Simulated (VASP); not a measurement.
Write the native input for VASP 6.6.1 that does the following.

```
Task                   : single point
Functional             : PBE
Potentials or basis    : VASP PAW PBE potentials, release 64 (Si, Ge_d, B)
Cutoff                 : 520 eV
k mesh                 : 6 × 6 × 4
Occupations            : gaussian, width 0.1 eV
Spin                   : no spin polarisation
Dipole correction      : no
Further INCAR settings : ALGO = Normal; EDIFF = 1e-06; NBANDS = 30
```

The structure of SiGeB lies in POSCAR:

```
SiGeB
1.0
    4.6659722600      0.0000000000      0.0000000000
   -2.3329861300      4.0408505100      0.0000000000
    0.0000000000      0.0000000000      4.2512439400
Si Ge B
2 2 2
Direct
    0.3333333300      0.6666666700      0.0000000000
    0.6666666700      0.3333333300      0.0000000000
    0.3333333300      0.6666666700      0.5000000000
    0.6666666700      0.3333333300      0.5000000000
    0.0000000000      0.0000000000      0.5000000000
    0.0000000000      0.0000000000      0.0000000000
```

One way to write it, as run:

INCAR

```
SYSTEM = SiGeB
ALGO = Normal ; EDIFF = 1E-6
ENCUT = 520 ; GGA = PE
ISIF = 2 ; ISMEAR = 0
LASPH = .True. ; LCHARG = .False.
LREAL = .False. ; LWAVE = .False.
NBANDS = 30 ; NELM = 100
PREC = Accurate ; SIGMA = 0.1
```

KPOINTS

```
k-points
0
Gamma
  6 6 4
  0 0 0
```

Potentials or basis: VASP PAW PBE potentials, release 64 (Si, Ge_d, B).

Launch:

```console
$ cat potpaw_PBE.64/Si/POTCAR potpaw_PBE.64/Ge_d/POTCAR potpaw_PBE.64/B/POTCAR > POTCAR
$ mpirun -np 1 vasp_std > vasp.out
```

It gave:

* Pressure: 13.4 GPa
* Band gap on the k mesh: zero (band 21 reaches 9.31 eV, above the bottom of band 22 at 5.50 eV)

Caveat: the k points lie up to 0.37 Å⁻¹ apart.

Run time: 17 s on 1 thread of Intel(R) Xeon(R) 6975P-C (Granite Rapids) (shared host), peak memory 0.21 GiB.
